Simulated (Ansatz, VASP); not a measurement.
**Lu3Si in VASP and in Ansatz**

File POSCAR:

```
Lu3Si
1.0
    4.4939900000     -0.0303100000      0.0560000000
   -0.0303100000      4.5834100000     -0.0851100000
    0.0560000000     -0.0851100000      4.5012600000
Lu Si
3 1
Direct
    0.9987000000      0.4962900000      0.5075500000
    0.4982128956      0.0083486806      0.4774694537
    0.4987000000      0.5061700000      0.9845700000
    0.0142700000      0.9978500000      0.0080600000
```

INCAR.step1

```
SYSTEM = Lu3Si
PREC     = Accurate       ! precision mode
ENCUT    = 520            ! plane-wave cutoff, eV
ISMEAR   = 1              ! smearing method
SIGMA    = 0.1            ! smearing width, eV
LREAL    = .FALSE.        ! projectors in reciprocal space
LASPH    = .TRUE.         ! aspherical terms in the spheres
NELM     = 60             ! most SCF steps
NBANDS   = 48             ! bands
GGA      = PE             ! functional
ALGO     = Normal         ! electronic algorithm
EDIFF    = 1E-4           ! SCF threshold, eV
LWAVE    = .TRUE.         ! write WAVECAR
LCHARG   = .FALSE.        ! write CHGCAR
```

File INCAR.step2:

```
SYSTEM = Lu3Si
PREC     = Accurate       ! precision mode
ENCUT    = 520            ! plane-wave cutoff, eV
EDIFF    = 1E-7           ! SCF threshold, eV
ISMEAR   = 1              ! smearing method
SIGMA    = 0.1            ! smearing width, eV
LREAL    = .FALSE.        ! projectors in reciprocal space
LASPH    = .TRUE.         ! aspherical terms in the spheres
NELM     = 60             ! most SCF steps
ALGO     = Normal         ! electronic algorithm
ISIF     = 2              ! what is computed and relaxed
LWAVE    = .FALSE.        ! write WAVECAR
LCHARG   = .FALSE.        ! write CHGCAR
METAGGA  = R2SCAN         ! meta-GGA
LMIXTAU  = .TRUE.       
NBANDS   = 48             ! bands
ISTART   = 1
```

File KPOINTS:

```
regular mesh
0
G
  4 4 4
  0 0 0
```

Input for Ansatz:

```yaml
crystal:
  lattice:
    - [4.49399, -0.03031, 0.056]
    - [-0.03031, 4.58341, -0.08511]
    - [0.056, -0.08511, 4.50126]
  atoms:
    - { symbol: Lu, position: [0.9987, 0.49629, 0.50755] }
    - { symbol: Lu, position: [0.498212895557068, 0.008348680647551768, 0.47746945367712984] }
    - { symbol: Lu, position: [0.4987, 0.50617, 0.98457] }
    - { symbol: Si, position: [0.01427, 0.99785, 0.00806] }
basis:
  ecutwfc: 650.0
  xc_grid: 2
kpoints:
  mp_grid:
    grid: [4, 4, 4]
hamiltonian:
  xc: r2scan
scf:
  convergence:
    dr2_threshold: 1.0e-09
  occupations:
    method: cold
    width: 0.1
output:
  forces: true
  stress: true
```

Alike in both runs: task single point; functional r2SCAN; k mesh 4 × 4 × 4; no spin polarisation.

|  | VASP | Ansatz |
| --- | --- | --- |
| version | VASP 6.6.1 | Ansatz 0.2.0 |
| potentials or method | VASP PAW PBE potentials, release 64 (Lu, Si), cutoff 520 eV | plane waves, PAW |
| occupations | methfessel-paxton of order 1, width 0.1 eV | cold, width 0.1 eV |
| valence electrons in the cell | 79 | 79 |

|  | VASP | Ansatz | Ansatz less VASP |
| --- | --- | --- | --- |
| pressure (GPa) | -0.5 | -0.9 | -0.37 |
| traceless stress, the component that is largest in VASP (GPa) | 1.60 | 1.56 | -0.042 |
| rms of the force components (eV/Å) | 0.249 | 0.251 | +0.0014 |

VASP's potentials were made for PBE, not for r2SCAN. Atom by atom the forces differ by 0.009 eV/Å (rms over components). Ansatz's warnings: stress scf threshold loose.

Neither program's run includes spin-orbit coupling.
